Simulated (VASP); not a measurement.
Input of a VASP 6.6.1 run:

The input POSCAR:

```
Nb
1.0
   -1.6498420630      1.6498420630      1.6498420630
    1.6498420630     -1.6498420630      1.6498420630
    1.6498420630      1.6498420630     -1.6498420630
Nb
1
Direct
    0.0000000000      0.0000000000      0.0000000000
```

Contents of INCAR.step1:

```
PREC     = Accurate       # precision mode
ENCUT    = 520            # plane-wave cutoff, eV
ISMEAR   = -1             # smearing method
SIGMA    = 0.05           # smearing width, eV
LREAL    = False          # projectors in reciprocal space
LASPH    = True           # aspherical terms in the spheres
NELM     = 150            # most SCF steps
MAGMOM   = 0 0 1          # initial moments
LSORBIT  = True           # spin-orbit coupling
GGA_COMPAT= False        
LMAXMIX  = 4              # l up to which the mixer works
NBANDS   = 24             # bands
GGA      = PE             # functional
ALGO     = Normal         # electronic algorithm
EDIFF    = 1E-4           # SCF threshold, eV
LWAVE    = True           # write WAVECAR
LCHARG   = False          # write CHGCAR
```

File INCAR.step2:

```
PREC     = Accurate       # precision mode
ENCUT    = 520            # plane-wave cutoff, eV
EDIFF    = 1E-6           # SCF threshold, eV
ISMEAR   = -1             # smearing method
SIGMA    = 0.05           # smearing width, eV
LREAL    = False          # projectors in reciprocal space
LASPH    = True           # aspherical terms in the spheres
NELM     = 150            # most SCF steps
ALGO     = Normal         # electronic algorithm
ISIF     = 2              # what is computed and relaxed
LWAVE    = False          # write WAVECAR
LCHARG   = False          # write CHGCAR
MAGMOM   = 0 0 1          # initial moments
LORBIT   = 11             # projections on sites
LSORBIT  = True           # spin-orbit coupling
GGA_COMPAT= False        
LORBMOM  = True         
LMAXMIX  = 4              # l up to which the mixer works
METAGGA  = R2SCAN         # meta-GGA
LMIXTAU  = True         
NBANDS   = 24             # bands
ISTART   = 1
```

File KPOINTS:

```
regular mesh
0
Gamma
  13 13 13
```

Potentials or basis: VASP PAW PBE potentials, release 64 (Nb_sv).

Launch:

```sh
$ cat potpaw_PBE.64/Nb_sv/POTCAR > POTCAR
$ cp INCAR.step1 INCAR
$ mpirun -np 1 vasp_ncl > vasp.out
$ cp INCAR.step2 INCAR
$ mpirun -np 1 vasp_ncl > vasp.out
```

What does it give for the net moment?

0.00 μB per cell.

Predict the pressure.

-0.2 GPa.

Moments on the atoms (μB; x, y, z):
```
Nb  0.00 0.00 0.00
```

Caveat: the PAW data sets were made with another functional, which shifts forces and pressure a little.
